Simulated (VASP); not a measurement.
# BiS (Pm-3m) in VASP: relaxation of cell and atoms with PBEsol-based screened hybrid with 25 % exact exchange

Aim: the relaxation of cell and atoms of BiS with PBEsol-based screened hybrid with 25 % exact exchange.

All numbers are computed with VASP 6.6.1; they aren't measurements. Logs are shortened: lines on timing, memory, paths and dates and some standing lists are left out, and cuts for length are marked.

### 1 The cell of the first run

It takes space group Pm-3m (No. 221, cubic). The conventional cell has a = 4.003 Å, b = 4.003 Å, c = 4.003 Å, α = 90.00°, β = 90.00°, γ = 90.00°. Bi (site symmetry m-3m) has 8 S at 3.47 Å and 6 Bi at 4.00 Å within 4.6 Å. S (site symmetry m-3m) has 8 Bi at 3.47 Å and 6 S at 4.00 Å within 4.6 Å.

### 2 Relaxation of cell and atoms, PBEsol-based screened hybrid with 25 % exact exchange

POSCAR reads:

```
BiS
1.0
    4.0029443400      0.0000000000      0.0000000000
    0.0000000000      4.0029443400      0.0000000000
    0.0000000000      0.0000000000      4.0029443400
Bi S
1 1
Direct
    0.5000000000      0.5000000000      0.5000000000
    0.0000000000      0.0000000000      0.0000000000
```

INCAR.step1 reads:

```
SYSTEM = BiS
PREC = Accurate
ENCUT = 600
EDIFF = 1E-5
ISMEAR = -1
SIGMA = 0.05
LREAL = .FALSE.
LASPH = .TRUE.
NELM = 60
ALGO = Normal
LWAVE = .TRUE.
LCHARG = .FALSE.
GGA = PE
NBANDS = 18
```

INCAR.step2 reads:

```
SYSTEM = BiS
PREC = Accurate
ENCUT = 600
EDIFF = 1E-6
ISMEAR = -1
SIGMA = 0.05
LREAL = .FALSE.
LASPH = .TRUE.
NELM = 60
ALGO = Normal
ISIF = 3
LWAVE = .FALSE.
LCHARG = .FALSE.
GGA = PS
LHFCALC = .TRUE.
AEXX = 0.25
HFSCREEN = 0.207
PRECFOCK = Normal
IBRION = 2
NSW = 60
EDIFFG = -0.01
ISTART = 1
```

KPOINTS reads:

```
regular mesh
0
G
  4 4 4
  0 0 0
```

Potentials or basis: VASP PAW PBE potentials, release 64 (Bi_d, S).

On the command line:

```sh
cat potpaw_PBE.64/Bi_d/POTCAR potpaw_PBE.64/S/POTCAR > POTCAR
cp INCAR.step1 INCAR
mpirun -np 1 vasp_std > vasp.out
cp INCAR.step2 INCAR
mpirun -np 1 vasp_std > vasp.out
```

OUTCAR:

```text
SYSTEM = BiS
   PREC = Accurate
   ENCUT = 600
   EDIFF = 1E-6
   ISMEAR = -1
   LREAL = .FALSE.
   LASPH = .TRUE.
   NELM = 60
   ISIF = 3
   GGA = PS
   LHFCALC = .TRUE.
   AEXX = 0.25
   HFSCREEN = 0.207
   PRECFOCK = Normal
   IBRION = 2
   NSW = 60
   EDIFFG = -0.01
   ISTART = 1

 ion  position               nearest neighbor table
   1  0.500  0.500  0.500-
   2  0.000  0.000  0.000-

  LATTYP: Found a simple cubic cell.
 ALAT       =     4.0029443400

  Lattice vectors:

 A1 = (   4.0029443400,   0.0000000000,   0.0000000000)
 A2 = (   0.0000000000,   4.0029443400,   0.0000000000)
 A3 = (   0.0000000000,   0.0000000000,   4.0029443400)

Analysis of symmetry for initial positions (statically):
=====================================================================
 Subroutine PRICEL returns:
 Original cell was already a primitive cell.

 Routine SETGRP: Setting up the symmetry group for a
 simple cubic supercell.

 Subroutine GETGRP returns: Found 48 space group operations
 (whereof 48 operations were pure point group operations)
 out of a pool of 48 trial point group operations.

The static configuration has the point symmetry O_h .

Analysis of symmetry for dynamics (positions and initial velocities):
=====================================================================
 Subroutine PRICEL returns:
 Original cell was already a primitive cell.

 Routine SETGRP: Setting up the symmetry group for a
 simple cubic supercell.

 Subroutine GETGRP returns: Found 48 space group operations
 (whereof 48 operations were pure point group operations)
 out of a pool of 48 trial point group operations.

The dynamic configuration has the point symmetry O_h .

 Subroutine INISYM returns: Found 48 space group operations
 (whereof 48 operations are pure point group operations),
 and found     1 'primitive' translations

----------------------------------------------------------------------------------------

                                     Primitive cell

  volume of cell :      64.1414

  direct lattice vectors                    reciprocal lattice vectors
     4.002944340  0.000000000  0.000000000     0.249816114  0.000000000  0.000000000
     0.000000000  4.002944340  0.000000000     0.000000000  0.249816114  0.000000000
     0.000000000  0.000000000  4.002944340     0.000000000  0.000000000  0.249816114

  length of vectors
     4.002944340  4.002944340  4.002944340     0.249816114  0.249816114  0.249816114

  position of ions in fractional coordinates (direct lattice)
     0.500000000  0.500000000  0.500000000
     0.000000000  0.000000000  0.000000000

  ion indices of the primitive-cell ions
   primitive index   ion index
                 1           1
                 2           2

----------------------------------------------------------------------------------------

 KPOINTS: regular mesh

Automatic generation of k-mesh.
 Grid dimensions read from file:
 generate k-points for:    4    4    4

 Generating k-lattice:

  Cartesian coordinates                     Fractional coordinates (reciprocal lattice)
     0.062454029  0.000000000  0.000000000     0.250000000  0.000000000  0.000000000
     0.000000000  0.062454029  0.000000000     0.000000000  0.250000000  0.000000000
     0.000000000  0.000000000  0.062454029     0.000000000  0.000000000  0.250000000

  Length of vectors
     0.062454029  0.062454029  0.062454029

  Shift w.r.t. Gamma in fractional coordinates (k-lattice)
     0.000000000  0.000000000  0.000000000

 Subroutine IBZKPT returns following result:
 ===========================================

 Found     10 irreducible k-points:

 Following reciprocal coordinates:
            Coordinates               Weight
  0.000000  0.000000  0.000000      1.000000
  0.250000  0.000000  0.000000      6.000000
  0.500000  0.000000  0.000000      3.000000
  0.250000  0.250000  0.000000     12.000000
  0.500000  0.250000  0.000000     12.000000
  0.500000  0.500000  0.000000      3.000000
  0.250000  0.250000  0.250000      8.000000
  0.500000  0.250000  0.250000     12.000000
  0.500000  0.500000  0.250000      6.000000
  0.500000  0.500000  0.500000      1.000000
   k-points           NKPTS =     10   k-points in BZ     NKDIM =     64   number of bands    NBANDS=     14
   number of dos      NEDOS =    301   number of ions     NIONS =      2
   total plane-waves  NPLWV =  32768
   dimension x,y,z NGX =    32 NGY =   32 NGZ =   32
   dimension x,y,z NGXF=    64 NGYF=   64 NGZF=   64
   ions per type =               1   1
   NGX,Y,Z   is equivalent  to a cutoff of  13.29, 13.29, 13.29 a.u.
   NGXF,Y,Z  is equivalent  to a cutoff of  26.58, 26.58, 26.58 a.u.
 SYSTEM =  BiS
   PREC   = accura    normal or accurate (medium, high low for compatibility)
   ISTART =      1    job   : 0-new  1-cont  2-samecut
   ICHARG =      0    charge: 1-file 2-atom 10-const
   ISPIN  =      1    spin polarized calculation?
   LNONCOLLINEAR =      F non collinear calculations
   LSORBIT =      F    spin-orbit coupling
   LASPH  =      T    aspherical Exc in radial PAW
   ENCUT  =  600.0 eV  44.10 Ry    6.64 a.u.   7.99  7.99  7.99*2*pi/ulx,y,z
   NELM   =     60;   NELMIN=  2; NELMDL=  0     # of ELM steps
   EDIFF  = 0.1E-05   stopping-criterion for ELM
   LREAL  =      F    real-space projection
   EDIFFG = -.1E-01   stopping-criterion for IOM
   NSW    =     60    number of steps for IOM
   IBRION =      2    ionic relax: 0-MD 1-quasi-New 2-CG
   NFREE  =      1    steps in history (QN), initial steepest desc. (CG)
   ISIF   =      3    stress and relaxation
   ISYM   =      3    0-nonsym 1-usesym 2-fastsym
   POTIM  = 0.5000    time-step for ionic-motion
   TEBEG  =    0.0;   TEEND  =   0.0 temperature during run
   PSTRESS=    0.0 pullay stress
   NELECT =      21.0000    total number of electrons
   NUPDOWN=      -1.0000    fix difference up-down
   EMIN   =  10.00;   EMAX   =-10.00  energy-range for DOS
   EFERMI =   0.00;   METHOD = LEGACY
   ISMEAR =    -1;   SIGMA  =   0.05  broadening in eV -4-tet -1-fermi 0-gaus
   EFERMI_NEDOS =   21; number of points for ismear=-14 and -15
   IALGO  =     38    algorithm
   IMIX   =      1    mixing-type and parameters
     AMIX     =   0.40;   BMIX     =  1.00
     AMIX_MAG =   1.60;   BMIX_MAG =  1.00
  volume/ion in A,a.u.               =      32.07       216.42
  Fermi-wavevector in a.u.,A,eV,Ry     =   1.128327  2.132229 17.321879  1.273122
  Thomas-Fermi vector in A             =   2.265017
   LORBIT       =      0    0 simple, 1 ext, 2 COOP (PROOUT), +10 PAW based schemes
   GGA     = PS    functional components
   LHFCALC =     T    Hartree Fock is set to
   PRECFOCK=normal    Normal, Fast or Accurate (Low or Medium for compatibility)
   ENCUT4O =  -1.0   cutoff for four orbital integrals eV
   NKREDX  =     1    reduce k-point grid by
   NKREDY  =     1    reduce k-point grid by
   NKREDZ  =     1    reduce k-point grid by
   AEXX    =    0.2500 exact exchange contribution
   HFSCREEN=    0.2070 screening length (either q_TF or 0.3 A-1)
   HFSCREENC=   0.2070 screening length for correlation (either q_TF or 0.3 A-1)
   ENCUTFOCK=  -1.0 apply spherical cutoff to Coloumb kernel
   IVDW    =     0    specifies the selected vdW correction
   LEPSILON=     F    determine dielectric tensor
   LRPA    =     F    only Hartree local field effects (RPA)
 conjugate gradient relaxation of ions
 non-spin polarized calculation
  energy-cutoff  :      600.00
  volume of cell :       64.14
 maximum number of plane-waves:      2176
 NGX is ok and might be reduce to    32
  NGX = 24; NGY = 24; NGZ = 24

--------------------------------------- Ionic step        1  -------------------------------------------

 number of electron      21.0000006 magnetization

 Free energy of the ion-electron system (eV)
  ---------------------------------------------------
  ext. energy  EPLUGINS =         0.00000000
  ---------------------------------------------------
  free energy    TOTEN  =        -8.87364099 eV

  energy without entropy =       -8.85952551  energy(sigma->0) =       -8.86658325

 E-fermi :   4.0648     XC(G=0):  -7.7448

 val. band max:        4.0211495266   @ k =   0.2500   0.2500   0.0000
 cond. band min:       4.4159190750   @ k =   0.5000   0.5000   0.2500
 fundamental gap:      0.3947695484
 Fermi energy:         4.0648452852

 k-point     1 :       0.0000    0.0000    0.0000
  band No.  band energies     occupation
      1     -21.6084      2.00000
      2     -21.6084      2.00000
      3     -21.5617      2.00000
      4     -21.5617      2.00000
      5     -21.5617      2.00000
      6     -10.4340      2.00000
      7      -6.7355      2.00000
      8       1.5649      2.00000
      9       1.5649      2.00000
     10       1.5649      2.00000
     11       7.2602      0.00000
     12       7.2602      0.00000
     13       7.2602      0.00000
     14       9.0970      0.00000

 k-point     2 :       0.2500    0.0000    0.0000
  band No.  band energies     occupation
      1     -21.6079      2.00000
      2     -21.5917      2.00000
      3     -21.5666      2.00000
      4     -21.5666      2.00000
      5     -21.5613      2.00000
      6     -10.0243      2.00000
      7      -7.2037      2.00000
      8       1.3372      2.00000
      9       1.9818      2.00000
     10       1.9818      2.00000
     11       4.7720      0.00000
     12       6.5183      0.00000
     13       6.5183      0.00000
     14       9.6485      0.00000
[... 183 lines left out ...]
 VOLUME and BASIS-vectors are now :
 -----------------------------------------------------------------------------
  energy-cutoff  :      600.00
  volume of cell :       40.68
      direct lattice vectors                 reciprocal lattice vectors
     3.439135081  0.000000000  0.000000000     0.290770783  0.000000000  0.000000000
     0.000000000  3.439135081 -0.000000000    -0.000000000  0.290770783  0.000000000
    -0.000000000 -0.000000000  3.439135081    -0.000000000  0.000000000  0.290770783

 POSITION                                       TOTAL-FORCE (eV/Angst)
 -----------------------------------------------------------------------------------
      1.71957      1.71957      1.71957         0.000000      0.000000      0.000000
      0.00000      0.00000      0.00000        -0.000000     -0.000000      0.000000
 -----------------------------------------------------------------------------------
    total drift:                               -0.000003     -0.000002      0.000003

  FREE ENERGIE OF THE ION-ELECTRON SYSTEM (eV)
  ---------------------------------------------------
  free  energy   TOTEN  =       -10.1744643505 eV

  energy  without entropy=      -10.1618097607  energy(sigma->0) =      -10.16813706

--------------------------------------- Ionic step        3  -------------------------------------------

 number of electron      20.9999997 magnetization

 Free energy of the ion-electron system (eV)
  ---------------------------------------------------
  ext. energy  EPLUGINS =         0.00000000
  ---------------------------------------------------
  free energy    TOTEN  =       -10.21823693 eV

  energy without entropy =      -10.20093223  energy(sigma->0) =      -10.20958458

 E-fermi :   8.8936     XC(G=0):  -9.1397

 val. band max:        8.8735679617   @ k =   0.5000   0.5000   0.2500
 cond. band min:       9.0244788649   @ k =   0.2500   0.2500   0.0000
 fundamental gap:      0.1509109032
 Fermi energy:         8.8935852503

 k-point     1 :       0.0000    0.0000    0.0000
  band No.  band energies     occupation
      1     -16.9244      2.00000
      2     -16.9244      2.00000
      3     -16.7567      2.00000
      4     -16.7567      2.00000
      5     -16.7567      2.00000
      6      -8.6595      2.00000
      7      -1.0210      2.00000
      8       4.9876      2.00000
      9       4.9876      2.00000
     10       4.9876      2.00000
     11      12.9805      0.00000
     12      12.9841      0.00000
     13      14.4757      0.00000
     14      14.4757      0.00000

 k-point     2 :       0.2500    0.0000    0.0000
  band No.  band energies     occupation
      1     -16.9211      2.00000
      2     -16.8553      2.00000
      3     -16.7808      2.00000
      4     -16.7808      2.00000
      5     -16.7547      2.00000
      6      -7.9270      2.00000
      7      -2.5408      2.00000
      8       5.1480      2.00000
      9       5.6568      2.00000
     10       5.6568      2.00000
     11      10.7921      0.00000
     12      12.7563      0.00000
     13      12.7563      0.00000
     14      13.5636      0.00000
[... 147 lines left out ...]
 VOLUME and BASIS-vectors are now :
 -----------------------------------------------------------------------------
  energy-cutoff  :      600.00
  volume of cell :       43.24
      direct lattice vectors                 reciprocal lattice vectors
     3.509878316  0.000000000  0.000000000     0.284910162  0.000000000  0.000000000
     0.000000000  3.509878316 -0.000000000    -0.000000000  0.284910162  0.000000000
    -0.000000000 -0.000000000  3.509878316    -0.000000000  0.000000000  0.284910162

 POSITION                                       TOTAL-FORCE (eV/Angst)
 -----------------------------------------------------------------------------------
      1.75494      1.75494      1.75494         0.000000      0.000000      0.000000
      0.00000      0.00000      0.00000        -0.000000     -0.000000      0.000000
 -----------------------------------------------------------------------------------
    total drift:                               -0.000002      0.000000     -0.000002

  FREE ENERGIE OF THE ION-ELECTRON SYSTEM (eV)
  ---------------------------------------------------
  free  energy   TOTEN  =       -10.2182369279 eV

  energy  without entropy=      -10.2009322321  energy(sigma->0) =      -10.20958458

 reached required accuracy - stopping structural energy minimisation
```

It took 17 min on 1 thread of Intel Xeon 6975P-C (Granite Rapids), shared host; peak memory 0.29 GiB.

Results:

* Free energy: -10.2182 eV
* Relaxed volume: 21.62 Å³/atom
* Relaxed cell: a = 3.510 Å, b = 3.510 Å, c = 3.510 Å, α = 90.00°, β = 90.00°, γ = 90.00°
* Space group after relaxing (to 0.1 Å): Pm-3m (No. 221)
* Energy gained by relaxing: 672.3 meV/atom
* Ionic steps: 3
* Pressure after relaxing: -0.1 GPa
* Band gap on the k mesh: zero (an odd number of electrons rules out a gap without spin polarisation)

Step by step:
| step | energy change (eV) | largest force (eV/Å) | pressure (GPa) | volume (Å³) |
| --- | --- | --- | --- | --- |
| 1 | 0.0000 | 0.0000 | -14.59 | 64.14 |
| 2 | -1.3008 | 0.0000 | 6.05 | 40.68 |
| 3 | -1.3446 | 0.0000 | -0.05 | 43.24 |

Final structure:
```
CELL_PARAMETERS angstrom
3.50988 0.00000 0.00000
0.00000 3.50988 0.00000
0.00000 0.00000 3.50988
ATOMIC_POSITIONS crystal
Bi 0.50000 0.50000 0.50000
S 0.00000 0.00000 0.00000
```

Levels at points of the mesh, in eV from the Fermi level:
| k point | band 6 | band 7 | band 8 | band 9 | band 10 | band 11 | band 12 | band 13 | band 14 |
| --- | --- | --- | --- | --- | --- | --- | --- | --- | --- |
| (0.00, 0.00, 0.00) | -17.55 | -9.91 | -3.91 | -3.91 | -3.91 | 4.09 | 4.09 | 5.58 | 5.58 |
| (0.50, 0.00, 0.00) | -15.31 | -13.69 | -2.24 | -2.24 | -1.99 | -1.62 | 2.02 | 2.02 | 5.77 |
| (0.50, 0.50, 0.00) | -14.22 | -11.73 | -7.65 | -7.65 | -1.90 | 3.12 | 3.12 | 4.16 | 6.50 |
| (0.50, 0.50, 0.50) | -13.77 | -10.23 | -4.81 | -4.81 | -4.81 | -3.29 | -3.29 | -3.29 | 14.37 |

Caveat: the k points lie up to 0.45 Å⁻¹ apart in the final cell, too coarse for converged energies and pressures of a metal; the volume moved by over 15 % at a fixed basis, so the end points are rough; the PAW data sets were made with another functional, which shifts forces and pressure a little; spin-orbit coupling is left out, which moves the levels of the heavy elements.

The gap in the log of VASP goes by the Fermi energy; the results here count the filled bands.